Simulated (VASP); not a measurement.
Wanted: the native input for a VASP 6.6.1 run.

- Task: single point
- Functional: PBE
- Potentials or basis: VASP PAW PBE potentials, release 64 (Zr_sv, Ti_sv, Ge_d)
- Cutoff: 500 eV
- k mesh: 4 × 4 × 2
- Occupations: gaussian, width 0.1 eV
- Spin: no spin polarisation
- Dipole correction: no
- Further INCAR settings: ALGO = Normal; EDIFF = 1e-06; NBANDS = 92

The structure of ZrTi3Ge8 lies in POSCAR:

```
ZrTi3Ge8
1.0
    2.5513030433     -4.4601665637      0.0000000000
    2.5513030433      4.4601665637      0.0000000000
    0.0000000000      0.0000000000      8.8551194043
Zr Ti Ge
1 3 8
Direct
    0.0000000000      0.0000000000      0.0000000000
    0.5000000000      0.5000000000      0.5000000000
    0.0000000000      0.5000000000      0.2514296040
    0.5000000000      0.0000000000      0.7485703960
    0.0000000000      0.0000000000      0.6633427073
    0.5000000000      0.5000000000      0.1717664845
    0.0000000000      0.0000000000      0.3366572927
    0.5000000000      0.5000000000      0.8282335155
    0.0000000000      0.5000000000      0.5803978468
    0.5000000000      0.0000000000      0.0887123564
    0.0000000000      0.5000000000      0.9112876436
    0.5000000000      0.0000000000      0.4196021532
```

One way to write it, as run:

INCAR

```
PREC = Accurate ; ENCUT = 500
EDIFF = 1E-6 ; ISMEAR = 0
SIGMA = 0.1 ; LREAL = False
LASPH = True ; NELM = 120
ALGO = Normal ; ISIF = 2
LWAVE = False ; LCHARG = False
GGA = PE ; NBANDS = 92
GGA_COMPAT = False
```

KPOINTS

```
regular mesh
0
Gamma
  4 4 2
```

Potentials or basis: VASP PAW PBE potentials, release 64 (Zr_sv, Ti_sv, Ge_d).

The run is started by

```sh
$ cat potpaw_PBE.64/Zr_sv/POTCAR potpaw_PBE.64/Ti_sv/POTCAR potpaw_PBE.64/Ge_d/POTCAR > POTCAR
$ mpirun -np 1 vasp_std > vasp.out
```

It gave:

```
Pressure               : -0.1 GPa
Largest force          : 0.019 eV/Å
Band gap on the k mesh : zero (bands 80 and 81 overlap by 1.48 eV)
```

It took 15 min on 1 thread of AMD EPYC 9755 128-Core Processor (shared host), peak memory 0.42 GiB.
